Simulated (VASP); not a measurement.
A run of VASP 6.6.1 is set up as follows.

File INCAR:

```
SYSTEM = BaS
  ALGO = Normal
  EDIFF = 1E-7
  ENCUT = 520
  GGA = PE
  GGA_COMPAT = .False.
  ISIF = 2
  ISMEAR = -1
  LASPH = .True.
  LCHARG = .False.
  LORBIT = 11
  LORBMOM = .True.
  LREAL = .False.
  LSORBIT = .True.
  LWAVE = .False.
  MAGMOM = 0 0 0 0 0 0
  NBANDS = 28
  NELM = 150
  PREC = Accurate
  SIGMA = 0.02
```

Contents of KPOINTS:

```
k-points
0
Gamma
  8 8 8
  0 0 0
```

POSCAR

```
BaS
1.0
    0.0000000000      3.2143926808      3.2143926808
    3.2143926808      0.0000000000      3.2143926808
    3.2143926808      3.2143926808      0.0000000000
Ba S
1 1
Direct
    0.0000000000      0.0000000000      0.0000000000
    0.5000000000      0.5000000000      0.5000000000
```

Potentials or basis: VASP PAW PBE potentials, release 64 (Ba_sv, S).

Launch:

```console
$ cat potpaw_PBE.64/Ba_sv/POTCAR potpaw_PBE.64/S/POTCAR > POTCAR
$ mpirun -np 1 vasp_ncl > vasp.out
```

Task: What does it give for the pressure?

Result: 0.5 GPa.

Task: What does it give for the net moment?

Result: 0.00 μB per cell.

Moments on the atoms (μB; x, y, z):
```
Ba  0.00 0.00 0.00
S   0.00 0.00 0.00
```
